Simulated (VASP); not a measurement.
# BN (Amm2) in VASP: a series of runs

Runs on BN. Level: r2SCAN. Tasks: single point.

All numbers are computed with VASP 6.6.1; they aren't measurements. Logs are shortened: lines on timing, memory, paths and dates and some standing lists are left out, and cuts for length are marked.

## Step 1: The cell of the first run

It takes space group Amm2 (No. 38, orthorhombic). Conventional cell: a = 6.661 Å, b = 2.504 Å, c = 4.337 Å, α = 90.00°, β = 90.00°, γ = 90.00°. B (site symmetry mm2) has 3 N at 1.45 Å within 1.9 Å. Within 1.9 Å of B (site symmetry mm2) lie 3 N at 1.40 to 1.47 Å. N (site symmetry mm2) has 3 B at 1.40 to 1.47 Å within 1.9 Å. Within 1.9 Å of N (site symmetry mm2) lie 3 B at 1.45 Å.

## Step 2: Single point, r2SCAN (atom 3 (N) moved +0.050 Å towards its neighbour atom 2 (B) at 1.446 Å)

File POSCAR:

```
BN
1.0
    2.5039917043      0.0000000000      0.0000000000
   -1.2519958522      2.1685204268      0.0000000000
    0.0000000000      0.0000000000      6.6612000000
B N
2 2
Direct
    0.3333333333      0.6666666667      0.2500000000
    0.6666666667      0.3333333333      0.7500000000
    0.3102761376      0.6551380688      0.7500000000
    0.6666666667      0.3333333333      0.2500000000
```

File INCAR.step1:

```
SYSTEM = BN
ALGO = Normal
EDIFF = 1E-4
ENCUT = 520
GGA = PE
ISMEAR = 0
LASPH = .True.
LCHARG = .False.
LREAL = .False.
LWAVE = .True.
NBANDS = 16
NELM = 100
PREC = Accurate
SIGMA = 0.05
```

File INCAR.step2:

```
SYSTEM = BN
ALGO = Normal
EDIFF = 1E-6
ENCUT = 520
ISIF = 2
ISMEAR = 0
ISTART = 1
LASPH = .True.
LCHARG = .False.
LMIXTAU = .True.
LREAL = .False.
LWAVE = .False.
METAGGA = R2SCAN
NBANDS = 16
NELM = 100
PREC = Accurate
SIGMA = 0.05
```

File KPOINTS:

```
k-points
0
Gamma
  12 12 4
  0 0 0
```

Potentials or basis: VASP PAW PBE potentials, release 64 (B, N).

Started as:

```sh
$ cat potpaw_PBE.64/B/POTCAR potpaw_PBE.64/N/POTCAR > POTCAR
$ cp INCAR.step1 INCAR
$ mpirun -np 1 vasp_std > vasp.out
$ cp INCAR.step2 INCAR
$ mpirun -np 1 vasp_std > vasp.out
```

OUTCAR:

```text
SYSTEM = BN
   EDIFF = 1E-6
   ENCUT = 520
   ISIF = 2
   ISMEAR = 0
   ISTART = 1
   LASPH = .True.
   LREAL = .False.
   METAGGA = R2SCAN
   NELM = 100
   PREC = Accurate

 ion  position               nearest neighbor table
   1  0.333  0.667  0.250-   4 1.45   4 1.45   4 1.45
   2  0.667  0.333  0.750-   3 1.40   3 1.47   3 1.47
   3  0.310  0.655  0.750-   2 1.40   2 1.47   2 1.47
   4  0.667  0.333  0.250-   1 1.45   1 1.45   1 1.45

  LATTYP: Found a hexagonal cell.
 ALAT       =     2.5039917043
 C/A-ratio  =     2.6602324555

  Lattice vectors:

 A1 = (   2.5039917043,   0.0000000000,   0.0000000000)
 A2 = (  -1.2519958522,   2.1685204268,   0.0000000000)
 A3 = (   0.0000000000,   0.0000000000,   6.6612000000)

Analysis of symmetry for initial positions (statically):
=====================================================================
 Subroutine PRICEL returns:
 Original cell was already a primitive cell.

 Routine SETGRP: Setting up the symmetry group for a
 hexagonal supercell.

 Subroutine GETGRP returns: Found  4 space group operations
 (whereof  2 operations were pure point group operations)
 out of a pool of 24 trial point group operations.

The static configuration has the point symmetry C_1h.
 The point group associated with its full space group is C_2v.

Analysis of symmetry for dynamics (positions and initial velocities):
=====================================================================
 Subroutine PRICEL returns:
 Original cell was already a primitive cell.

 Routine SETGRP: Setting up the symmetry group for a
 hexagonal supercell.

 Subroutine GETGRP returns: Found  4 space group operations
 (whereof  2 operations were pure point group operations)
 out of a pool of 24 trial point group operations.

The dynamic configuration has the point symmetry C_1h.
 The point group associated with its full space group is C_2v.

 Subroutine INISYM returns: Found  4 space group operations
 (whereof  2 operations are pure point group operations),
 and found     1 'primitive' translations

----------------------------------------------------------------------------------------

                                     Primitive cell

  volume of cell :      36.1700

  direct lattice vectors                    reciprocal lattice vectors
     2.503991704  0.000000000  0.000000000     0.399362345  0.230571958  0.000000000
    -1.251995852  2.168520427  0.000000000     0.000000000  0.461143915  0.000000000
     0.000000000  0.000000000  6.661200000     0.000000000  0.000000000  0.150123101

  length of vectors
     2.503991704  2.503991704  6.661200000     0.461143915  0.461143915  0.150123101

  position of ions in fractional coordinates (direct lattice)
     0.333333333  0.666666667  0.250000000
     0.666666667  0.333333333  0.750000000
     0.310276138  0.655138069  0.750000000
     0.666666667  0.333333333  0.250000000

  ion indices of the primitive-cell ions
   primitive index   ion index
                 1           1
                 2           2
                 3           3
                 4           4

----------------------------------------------------------------------------------------

 KPOINTS: k-points

Automatic generation of k-mesh.
 Grid dimensions read from file:
 generate k-points for:   12   12    4

 Generating k-lattice:

  Cartesian coordinates                     Fractional coordinates (reciprocal lattice)
     0.033280195  0.019214330  0.000000000     0.083333333 -0.000000000  0.000000000
     0.000000000  0.038428660  0.000000000     0.000000000  0.083333333  0.000000000
     0.000000000  0.000000000  0.037530775     0.000000000  0.000000000  0.250000000

  Length of vectors
     0.038428660  0.038428660  0.037530775

  Shift w.r.t. Gamma in fractional coordinates (k-lattice)
     0.000000000  0.000000000  0.000000000

 Subroutine IBZKPT returns following result:
 ===========================================

 Found    129 irreducible k-points:

 Following reciprocal coordinates:
            Coordinates               Weight
  0.000000  0.000000  0.000000      1.000000
  0.083333  0.000000  0.000000      2.000000
  0.000000  0.083333  0.000000      4.000000
  0.166667  0.000000  0.000000      2.000000
  0.000000  0.166667  0.000000      4.000000
  0.250000  0.000000  0.000000      2.000000
[... 16 lines left out ...]
 -0.083333  0.416667  0.000000      4.000000
 -0.416667  0.333333  0.000000      4.000000
 [... further k-points ...]
   k-points           NKPTS =    129   k-points in BZ     NKDIM =    129   number of bands    NBANDS=     16
   number of dos      NEDOS =    301   number of ions     NIONS =      4
   total plane-waves  NPLWV =  20000
   dimension x,y,z NGX =    20 NGY =   20 NGZ =   50
   dimension x,y,z NGXF=    40 NGYF=   40 NGZF=  100
   ions per type =               2   2
   NGX,Y,Z   is equivalent  to a cutoff of  13.28, 13.28, 12.48 a.u.
   NGXF,Y,Z  is equivalent  to a cutoff of  26.56, 26.56, 24.96 a.u.
 SYSTEM =  BN
   PREC   = accura    normal or accurate (medium, high low for compatibility)
   ISTART =      1    job   : 0-new  1-cont  2-samecut
   ICHARG =      0    charge: 1-file 2-atom 10-const
   ISPIN  =      1    spin polarized calculation?
   LNONCOLLINEAR =      F non collinear calculations
   LSORBIT =      F    spin-orbit coupling
   LASPH  =      T    aspherical Exc in radial PAW
   ENCUT  =  520.0 eV  38.22 Ry    6.18 a.u.   4.66  4.66 12.39*2*pi/ulx,y,z
   NELM   =    100;   NELMIN=  2; NELMDL=  0     # of ELM steps
   EDIFF  = 0.1E-05   stopping-criterion for ELM
   LREAL  =      F    real-space projection
[... 7 lines left out ...]
   TEBEG  =    0.0;   TEEND  =   0.0 temperature during run
   PSTRESS=    0.0 pullay stress
   NELECT =      16.0000    total number of electrons
   NUPDOWN=      -1.0000    fix difference up-down
   EMIN   =  10.00;   EMAX   =-10.00  energy-range for DOS
   EFERMI =   0.00;   METHOD = LEGACY
   ISMEAR =     0;   SIGMA  =   0.05  broadening in eV -4-tet -1-fermi 0-gaus
   EFERMI_NEDOS =   21; number of points for ismear=-14 and -15
   IALGO  =     38    algorithm
   IMIX   =      4    mixing-type and parameters
     AMIX     =   0.40;   BMIX     =  1.00
     AMIX_MAG =   1.60;   BMIX_MAG =  1.00
  volume/ion in A,a.u.               =       9.04        61.02
  Fermi-wavevector in a.u.,A,eV,Ry     =   1.247379  2.357205 21.170055  1.555955
  Thomas-Fermi vector in A             =   2.381514
   LORBIT       =      0    0 simple, 1 ext, 2 COOP (PROOUT), +10 PAW based schemes
   METAGGA = R2SCAN    functional components
   LHFCALC =     F    Hartree Fock is set to
   AEXX    =    0.0000 exact exchange contribution
   IVDW    =     0    specifies the selected vdW correction
   LEPSILON=     F    determine dielectric tensor
   LRPA    =     F    only Hartree local field effects (RPA)
 non-spin polarized calculation
 Gauss-broadening in eV      SIGMA  =   0.05
  energy-cutoff  :      520.00
  volume of cell :       36.17
 maximum number of plane-waves:       992
   NGX =  9   NGY =  9   NGZ = 25

 number of electron      15.9999998 magnetization

 Free energy of the ion-electron system (eV)
  ---------------------------------------------------
  ext. energy  EPLUGINS =         0.00000000
  ---------------------------------------------------
  free energy    TOTEN  =       -38.53872065 eV

  energy without entropy =      -38.53872065  energy(sigma->0) =      -38.53872065

 E-fermi :   2.2826     XC(G=0): -10.7162

 val. band max:        1.9841559202   @ k =   0.3333   0.3333   0.5000
 cond. band min:       6.7889412303   @ k =   0.5000   0.0000   0.0000
 fundamental gap:      4.8047853102
 Fermi energy:         2.2825627793

 k-point     1 :       0.0000    0.0000    0.0000
  band No.  band energies     occupation
      1     -16.8038      2.00000
      2     -16.5199      2.00000
      3      -4.3754      2.00000
      4      -2.2205      2.00000
      5       0.0535      2.00000
      6       0.6504      2.00000
[... 8 lines left out ...]
     15      15.3634      0.00000
     16      16.3040      0.00000

 k-point     2 :       0.0833    0.0000    0.0000
  band No.  band energies     occupation
      1     -16.6634      2.00000
      2     -16.3840      2.00000
      3      -4.1803      2.00000
      4      -2.0440      2.00000
      5      -0.4747      2.00000
      6       0.0621      2.00000
[... 8 lines left out ...]
     15      15.7234      0.00000
     16      15.7982      0.00000

 k-point     3 :       0.0000    0.0833    0.0000
  band No.  band energies     occupation
      1     -16.6618      2.00000
      2     -16.3823      2.00000
      3      -4.1821      2.00000
      4      -2.0465      2.00000
      5      -0.2926      2.00000
      6       0.0615      2.00000
[... 8 lines left out ...]
     15      15.7524      0.00000
     16      15.8328      0.00000

 k-point     4 :       0.1667    0.0000    0.0000
  band No.  band energies     occupation
      1     -16.2505      2.00000
      2     -15.9847      2.00000
      3      -3.6016      2.00000
      4      -1.8331      2.00000
      5      -1.5253      2.00000
      6      -1.4224      2.00000
[... 8 lines left out ...]
     15      16.6745      0.00000
     16      16.9100      0.00000

 k-point     5 :       0.0000    0.1667    0.0000
  band No.  band energies     occupation
      1     -16.2440      2.00000
      2     -15.9778      2.00000
      3      -3.6098      2.00000
      4      -1.5357      2.00000
      5      -1.4480      2.00000
      6      -1.4061      2.00000
[... 8 lines left out ...]
     15      16.6698      0.00000
     16      17.2940      0.00000

 k-point     6 :       0.2500    0.0000    0.0000
  band No.  band energies     occupation
      1     -15.5949      2.00000
      2     -15.3527      2.00000
      3      -3.5888      2.00000
      4      -3.2959      2.00000
      5      -2.6650      2.00000
      6      -1.0387      2.00000
[... 8 lines left out ...]
     15      18.2989      0.00000
     16      18.5206      0.00000

 k-point     7 :       0.0000    0.2500    0.0000
  band No.  band energies     occupation
      1     -15.5798      2.00000
      2     -15.3370      2.00000
      3      -3.3108      2.00000
      4      -3.2096      2.00000
      5      -2.6863      2.00000
      6      -1.1654      2.00000
[... 8 lines left out ...]
     15      18.3436      0.00000
     16      19.0690      0.00000

 k-point     8 :       0.3333    0.0000    0.0000
  band No.  band energies     occupation
      1     -14.7702      2.00000
      2     -14.5649      2.00000
      3      -5.3574      2.00000
      4      -5.1517      2.00000
      5      -1.6942      2.00000
      6      -1.4356      2.00000
[... 8 lines left out ...]
     15      18.6590      0.00000
     16      21.2767      0.00000

 k-point     9 :       0.0000    0.3333    0.0000
  band No.  band energies     occupation
      1     -14.7419      2.00000
      2     -14.5369      2.00000
      3      -5.1780      2.00000
      4      -5.0621      2.00000
      5      -1.8338      2.00000
      6      -1.6845      2.00000
[... 8 lines left out ...]
     15      18.6867      0.00000
     16      21.7672      0.00000
[... 172 lines left out ...]
 k-point    19 :       0.2500    0.0833    0.0000
  band No.  band energies     occupation
      1     -15.1021      2.00000
      2     -14.8801      2.00000
      3      -4.4984      2.00000
      4      -4.2650      2.00000
      5      -1.9481      2.00000
      6      -1.7625      2.00000
[... 8 lines left out ...]
     15      17.8448      0.00000
     16      19.2757      0.00000

 k-point    20 :      -0.0833    0.3333    0.0000
  band No.  band energies     occupation
      1     -15.0785      2.00000
      2     -14.8550      2.00000
      3      -4.2797      2.00000
      4      -4.1530      2.00000
      5      -1.9850      2.00000
      6      -1.9288      2.00000
[... 8 lines left out ...]
     15      17.8370      0.00000
     16      19.7327      0.00000

 k-point    21 :      -0.3333    0.2500    0.0000
  band No.  band energies     occupation
      1     -15.0873      2.00000
      2     -14.8656      2.00000
      3      -4.2894      2.00000
      4      -4.2125      2.00000
      5      -1.9712      2.00000
      6      -1.8312      2.00000
[... 8 lines left out ...]
     15      17.8821      0.00000
     16      19.5013      0.00000

 k-point    22 :       0.3333    0.0833    0.0000
  band No.  band energies     occupation
      1     -14.2605      2.00000
      2     -14.0847      2.00000
      3      -6.0830      2.00000
      4      -5.9155      2.00000
      5      -2.3415      2.00000
      6      -2.0244      2.00000
[... 8 lines left out ...]
     15      18.1393      0.00000
     16      21.5262      0.00000

 k-point    23 :      -0.0833    0.4167    0.0000
  band No.  band energies     occupation
      1     -14.2220      2.00000
      2     -14.0466      2.00000
      3      -5.9450      2.00000
      4      -5.8313      2.00000
      5      -2.4813      2.00000
      6      -2.3300      2.00000
[... 8 lines left out ...]
     15      18.2022      0.00000
     16      21.7603      0.00000

 k-point    24 :      -0.4167    0.3333    0.0000
  band No.  band energies     occupation
      1     -14.2303      2.00000
      2     -14.0575      2.00000
      3      -5.9453      2.00000
      4      -5.8356      2.00000
      5      -2.4532      2.00000
      6      -2.3273      2.00000
[... 8 lines left out ...]
     15      18.2186      0.00000
     16      21.6678      0.00000

 [... further k-points ...]
[... 5 lines left out ...]
  --------------------------------------------------------------------------------------
  -------------------------------------------------------------------------------------
  Total        0.3541668     -0.2961290      0.1274603      0.5631727      0.0000000      0.0000000
  in kB       15.6880717    -13.1172434      5.6459428     24.9461347      0.0000000      0.0000000
  external PRESSURE =       2.7389237 kB  Pullay stress =       0.0000000 kB

 VOLUME and BASIS-vectors are now :
 -----------------------------------------------------------------------------
  energy-cutoff  :      520.00
  volume of cell :       36.17
      direct lattice vectors                 reciprocal lattice vectors
     2.503991704  0.000000000  0.000000000     0.399362345  0.230571958  0.000000000
    -1.251995852  2.168520427  0.000000000     0.000000000  0.461143915  0.000000000
     0.000000000  0.000000000  6.661200000     0.000000000  0.000000000  0.150123101

 POSITION                                       TOTAL-FORCE (eV/Angst)
 -----------------------------------------------------------------------------------
     -0.00000      1.44568      1.66530        -0.000560     -0.000323      0.000000
      1.25200      0.72284      4.99590        -1.935141     -1.117254      0.000000
     -0.04330      1.42068      4.99590         1.939798      1.119943      0.000000
      1.25200      0.72284      1.66530        -0.004097     -0.002365      0.000000
 -----------------------------------------------------------------------------------
    total drift:                                0.000091      0.000054      0.000000

  FREE ENERGIE OF THE ION-ELECTRON SYSTEM (eV)
  ---------------------------------------------------
  free  energy   TOTEN  =       -38.5387206481 eV

  energy  without entropy=      -38.5387206481  energy(sigma->0) =      -38.53872065
```

Wall time 2.5 min (1 thread of Intel Xeon Platinum 8488C (Sapphire Rapids), shared host); peak memory 0.19 GiB.

What came out:

| Property | Result |
| --- | --- |
| Free energy | -38.5387 eV |
| Pressure | 0.3 GPa |
| Largest force | 2.240 eV/Å |
| Band gap on the k mesh | 4.80 eV, indirect (least direct gap 5.21 eV) |

Forces on the atoms (eV/Å):
```
B   -0.001  0.000  0.000
B   -1.935 -1.117  0.000
N    1.940  1.120  0.000
N   -0.004 -0.002  0.000
```

Stress tensor (GPa, compression positive):
```
 1.57  2.49  0.00
 2.49 -1.31  0.00
 0.00  0.00  0.56
```

Caveat: the cell differs from its parent crystal (atom 3 (N) moved +0.050 Å towards its neighbour atom 2 (B) at 1.446 Å); the PAW data sets were made with another functional, which shifts forces and pressure a little.

## Step 3: Single point, r2SCAN (atom 3 (N) moved +0.017 Å towards its neighbour atom 2 (B) at 1.446 Å)

Changes to POSCAR since step 2:

```diff
@@ -10,3 +10,3 @@
     0.6666666667      0.3333333333      0.7500000000
-    0.3102761376      0.6551380688      0.7500000000
+    0.3256322299      0.6628161150      0.7500000000
     0.6666666667      0.3333333333      0.2500000000
```

File INCAR.step1:

```
PREC = Accurate
ENCUT = 520
ISMEAR = 0
SIGMA = 0.05
LREAL = F
LASPH = T
NELM = 80
NBANDS = 16
GGA = PE
ALGO = Normal
EDIFF = 1E-4
LWAVE = T
LCHARG = F
```

File INCAR.step2:

```
PREC = Accurate
ENCUT = 520
EDIFF = 1E-6
ISMEAR = 0
SIGMA = 0.05
LREAL = F
LASPH = T
NELM = 80
ALGO = Normal
ISIF = 2
LWAVE = F
LCHARG = F
METAGGA = R2SCAN
LMIXTAU = T
NBANDS = 16
ISTART = 1
```

File KPOINTS:

```
regular mesh
0
Gamma
  12 12 4
```

Potentials or basis: VASP PAW PBE potentials, release 64 (B, N).

Started as:

```sh
$ cat potpaw_PBE.64/B/POTCAR potpaw_PBE.64/N/POTCAR > POTCAR
$ cp INCAR.step1 INCAR
$ mpirun -np 1 vasp_std > vasp.out
$ cp INCAR.step2 INCAR
$ mpirun -np 1 vasp_std > vasp.out
```

Wall time 2.6 min (1 thread of Intel Xeon Platinum 8488C (Sapphire Rapids), shared host); peak memory 0.19 GiB.

It converged, with:

* Free energy: -38.5874 eV
* Pressure: -0.2 GPa
* Largest force: 0.710 eV/Å
* Band gap on the k mesh: 4.86 eV, indirect (least direct gap 5.28 eV)

Forces in eV/Å, atoms in the order of the input:
```
B    0.000  0.000  0.000
B   -0.614 -0.354  0.000
N    0.615  0.355  0.000
N   -0.001 -0.001  0.000
```

Stress tensor (GPa, compression positive):
```
-0.08  0.78  0.00
 0.78 -0.99  0.00
 0.00  0.00  0.56
```

Levels at points of the mesh, in eV from the valence-band top:
| k point | band 4 | band 5 | band 6 | band 7 | band 8 | band 9 | band 10 | band 11 | band 12 | band 13 |
| --- | --- | --- | --- | --- | --- | --- | --- | --- | --- | --- |
| (0.00, 0.00, 0.00) | -4.20 | -1.54 | -1.33 | -1.33 | -1.13 | 5.61 | 11.04 | 12.09 | 12.35 | 12.38 |
| (0.50, 0.00, 0.00) | -9.21 | -4.26 | -4.14 | -1.39 | -0.43 | 4.86 | 6.22 | 10.23 | 10.68 | 13.27 |
| (0.00, 0.50, 0.00) | -9.18 | -4.32 | -4.24 | -1.45 | -0.44 | 4.89 | 6.37 | 10.20 | 10.66 | 13.29 |
| (0.00, 0.00, 0.50) | -5.40 | -1.54 | -1.33 | -1.33 | -1.13 | 8.09 | 8.09 | 12.10 | 12.36 | 12.36 |
| (0.50, 0.00, 0.50) | -9.23 | -4.25 | -4.15 | -0.92 | -0.85 | 5.23 | 5.35 | 10.64 | 10.66 | 14.29 |
| (0.00, 0.50, 0.50) | -9.21 | -4.31 | -4.25 | -0.95 | -0.92 | 5.35 | 5.41 | 10.61 | 10.63 | 14.30 |

Caveat: the cell differs from its parent crystal (atom 3 (N) moved +0.017 Å towards its neighbour atom 2 (B) at 1.446 Å); the PAW data sets were made with another functional, which shifts forces and pressure a little.
